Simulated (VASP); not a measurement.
Runs of VASP 6.6.1 on C. The cells are those of the table. 

```tsv
cell	gap on the mesh (eV)	pressure (GPa)	largest force (eV/Å)
a = 2.459, b = 3.891, c = 10.778 Å, angles 101.9, 79.1, 108.3°, 10 atoms	-	0.3	4.33
a = 2.459, b = 3.891, c = 10.506 Å, angles 95.1, 91.2, 108.3°, 10 atoms	-	(a)	4.97
a = 2.459, b = 3.891, c = 10.597 Å, angles 81.0, 95.6, 108.3°, 10 atoms	-	1.3	3.74
a = 2.459, b = 3.891, c = 10.591 Å, angles 99.3, 87.8, 108.3°, 10 atoms	-	0.3	4.33
a = 2.459, b = 3.891, c = 10.565 Å, angles 83.7, 86.7, 108.3°, 10 atoms	-	1.3	6.57
a = 2.459, b = 3.891, c = 10.492 Å, angles 93.6, 85.5, 108.3°, 10 atoms	0.09	-2.8	2.66
a = 2.459, b = 3.891, c = 10.490 Å, angles 85.1, 92.3, 108.3°, 10 atoms	-	0.4	5.09
a = 2.459, b = 3.891, c = 10.587 Å, angles 95.0, 81.1, 108.3°, 10 atoms	0.14	-2.8	2.68
```

Alike in all rows: task single point; level PBEsol; potentials or basis VASP PAW PBE potentials, release 64 (C); no spin polarisation; k mesh 11 × 7 × 3; cutoff (eV) 520; smearing gaussian 0.05 eV.

Estimate the missing entries.

(a) -3.8.

Caveats: the PAW data sets were made with another functional, which shifts forces and pressure a little; this functional lacks dispersion, which binds layers or chains, so the pressure and a relaxed spacing across them are unreliable (at least some runs); semilocal functionals underestimate gaps, and a narrow one can read as zero (at least some runs); the stress differs along the axes, from -12 to 13 GPa (at least some runs); the stress differs along the axes, from -7 to -2 GPa (at least some runs); the stress differs along the axes, from -2 to 8 GPa (at least some runs); the stress differs along the axes, from -11 to 12 GPa (at least some runs).

A k mesh can miss the band edges.
